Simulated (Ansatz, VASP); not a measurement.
## AgCl: VASP beside Ansatz

```xyz
2
Lattice="3.3956 0.0699 0.0000 0.0699 3.3956 0.0000 0.0000 0.0000 3.3956" Properties=species:S:1:pos:R:3 pbc="T T T"
Ag    0.0000    0.0000    0.0000
Cl    1.7328    1.7328    1.6978
```

Change from the starting cell: shear_xy strain +4.1%.

Alike in both runs: task single point; functional HSE06; k mesh 6 × 6 × 6; no spin polarisation.

|  | VASP | Ansatz |
| --- | --- | --- |
| version | VASP 6.6.1 | Ansatz 0.2.0 |
| potentials or method | VASP PAW PBE potentials, release 64 (Ag, Cl) | plane waves, PAW |
| plane-wave cutoff (eV) | 400 | 420 |
| occupations | gaussian, width 0.01 eV | fixed |
| valence electrons in the cell | 18 | 26 |

VASP gave:

| Item | Value |
| --- | --- |
| gap on the k mesh at the Fermi level (eV) | 1.86 |
| pressure (GPa) | 0.9 |
| traceless stress, the component that is largest in VASP (GPa) | 0.43 |

**Question.** Estimate Ansatz's values.

**Answer.** gap on the k mesh at the Fermi level (eV): 1.88; pressure (GPa): 1.3; traceless stress, the component that is largest in VASP (GPa): 0.42.

VASP's potentials hold 18 valence electrons a cell and Ansatz's 26, so a difference there can come from the potentials and not from the codes. Ansatz's warnings: stress exchange threshold loose, stress scf threshold loose.
